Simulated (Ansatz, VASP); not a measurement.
# TiAl in VASP and in Ansatz

File INCAR:

```
SYSTEM = TiAl
PREC = Accurate ; ENCUT = 520
EDIFF = 1E-7 ; ISMEAR = 0
SIGMA = 0.15 ; LREAL = .False.
LASPH = .True. ; NELM = 60
ALGO = Fast ; ISIF = 2
LWAVE = .False. ; LCHARG = .False.
GGA = PS ; NBANDS = 32
```

File KPOINTS:

```
regular mesh
0
Gamma
  24 24 5
  0 0 0
```

POSCAR

```
TiAl
1.0
   -2.8478212847      0.0000000000      0.0000000000
   -1.4239106424     -2.4662855780      0.0000000000
    0.0000000000      0.0000000000     13.8598342196
Ti Al
3 3
Direct
    0.0000000000      1.0000000000      0.3333333333
    0.0000000000      1.0000000000      0.6666666667
    0.0000000000      1.0000000000      0.0000000000
    0.3333333333      0.3333333333      0.1666666667
    0.3333333333      0.3333333333      0.5000000000
    0.3333333333      0.3333333333      0.8333333333
```

Input for Ansatz:

```yaml
crystal:
  lattice:
    - [-2.847821285, 0.0, 0.0]
    - [-1.4239106425, -2.4662855783, 0.0]
    - [0.0, 0.0, 13.8598342185]
  atoms:
    - { symbol: Ti, position: [0.0, 1.0, 0.3333333333] }
    - { symbol: Ti, position: [0.0, 1.0, 0.6666666667] }
    - { symbol: Ti, position: [0.0, 1.0, 0.0] }
    - { symbol: Al, position: [0.3333333333, 0.3333333333, 0.1666666667] }
    - { symbol: Al, position: [0.3333333333, 0.3333333333, 0.5] }
    - { symbol: Al, position: [0.3333333333, 0.3333333333, 0.8333333333] }
basis:
  ecutwfc: 420
kpoints:
  mp_grid: { grid: [24, 24, 5] }
hamiltonian:
  xc: pbesol
scf:
  occupations: { method: gaussian, width: 0.15 }
output:
  forces: true
  stress: true
  eigenvalues: true
  write_density: true
  write_potential: true
  elf: true
  volumetric_format: npy
```

Alike in both runs: task single point; functional PBEsol; k mesh 24 × 24 × 5; occupations gaussian, width 0.15 eV; no spin polarisation.

```csv
,VASP,Ansatz
version,VASP 6.6.1,Ansatz 0.2.0
potentials or method,"VASP PAW PBE potentials, release 64 (Ti_sv, Al), cutoff 520 eV","scalar-relativistic, plane waves, PAW"
valence electrons in the cell,45,45
```

```tsv
	VASP	Ansatz	Ansatz less VASP
gap on the k mesh at the Fermi level (eV)	none	none	-
pressure (GPa)	0.0	0.0	+0.01
traceless stress, the component that is largest in VASP (GPa)	-0.08	-0.15	-0.070
```

VASP's potentials were made for PBE, not for PBEsol. A gap of «none» marks a metal or a gap that the smearing closes.
